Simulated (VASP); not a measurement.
Set up this calculation in VASP 6.6.1, as the native input.

| Item | Value |
| --- | --- |
| Task | single point |
| Functional | PBE |
| Potentials or basis | VASP PAW PBE potentials, release 64 (Hf_pv, O) |
| Cutoff | 520 eV |
| k mesh | 5 × 5 × 6 |
| Occupations | fermi-dirac, width 0.05 eV |
| Spin | no spin polarisation |
| Dipole correction | no |
| Further INCAR settings | ALGO = Normal; EDIFF = 1e-07; NBANDS = 56 |

The structure of HfO2 lies in POSCAR:

```
HfO2
1.0
    5.0803194000      0.0000000000      0.0000000000
    0.0000000000      5.1648674500      0.0000000000
    0.0000000000      0.0000000000      4.8908836500
Hf O
4 8
Direct
    0.2225908200      0.7817995800      0.2720679400
    0.7225908200      0.7182004200      0.7279320600
    0.7774091800      0.2182004200      0.2720679400
    0.2774091800      0.2817995800      0.7279320600
    0.1868153200      0.1636487800      0.1045346200
    0.6868153200      0.3363512200      0.8954653800
    0.8131846800      0.8363512200      0.1045346200
    0.3131846800      0.6636487800      0.8954653800
    0.0000000000      0.5000000000      0.4890544500
    0.5000000000      0.0000000000      0.5109455500
    0.0000000000      0.0000000000      0.5756249900
    0.5000000000      0.5000000000      0.4243750100
```

The input as run:

INCAR

```
SYSTEM = HfO2
ALGO = Normal
EDIFF = 1E-7
ENCUT = 520
GGA = PE
ISIF = 2
ISMEAR = -1
LASPH = .True.
LCHARG = .True.
LELF = .True.
LREAL = .False.
LVHAR = .True.
LWAVE = .False.
NBANDS = 56
NELM = 100
PREC = Accurate
SIGMA = 0.05
```

KPOINTS

```
k-points
0
Gamma
  5 5 6
  0 0 0
```

Potentials or basis: VASP PAW PBE potentials, release 64 (Hf_pv, O).

Command:

```sh
$ cat potpaw_PBE.64/Hf_pv/POTCAR potpaw_PBE.64/O/POTCAR > POTCAR
$ mpirun -np 1 vasp_std > vasp.out
```

It gave:

```yaml
Pressure: 6.5 GPa
Largest_force: 0.106 eV/Å
Band_gap_on_the_k_mesh: 3.83 eV
```

Caveat: the cell stands under pressure; spin-orbit coupling is left out, which moves the levels of the heavy elements; an odd mesh through Γ misses points on the zone boundary, where band edges can lie.

It took 5.9 min on 1 thread of Intel Xeon 8259CL, on a shared host, peak memory 0.35 GiB.
